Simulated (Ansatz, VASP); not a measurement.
# One calculation of Mo2W, two programs

```
Mo W
1.0
     0.00000    0.00000    2.74393
     4.48102    0.00000    0.00000
     0.00000    7.76136    0.00000
Mo W
4 2
Direct
  0.33533 0.00000 0.33333
  0.33533 0.50000 0.83333
  0.66467 0.50000 0.16667
  0.66467 0.00000 0.66667
  0.00000 0.50000 0.50000
  0.00000 0.00000 0.00000
```

Alike in both runs: task single point; functional PBE; k mesh 8 × 6 × 4; occupations gaussian, width 0.2 eV; no spin polarisation.

|  | VASP | Ansatz |
| --- | --- | --- |
| version | VASP 6.6.1 | Ansatz 0.2.0 |
| potentials or method | VASP PAW PBE potentials, release 64 (Mo_sv, W_sv), cutoff 520 eV | scalar-relativistic, plane waves, PAW |
| valence electrons in the cell | 84 | 84 |

|  | VASP | Ansatz | Ansatz less VASP |
| --- | --- | --- | --- |
| gap on the k mesh at the Fermi level (eV) | none | none | - |
| pressure (GPa) | 0.6 | 0.1 | -0.51 |
| traceless stress, the component that is largest in VASP (GPa) | 1.12 | 1.12 | +0.001 |
| rms of the force components (eV/Å) | 0.007 | 0.006 | -0.0013 |

Atom by atom the forces differ by 0.001 eV/Å (rms over components). A gap of «none» marks a metal or a gap that the smearing closes.

Neither program's run includes spin-orbit coupling.
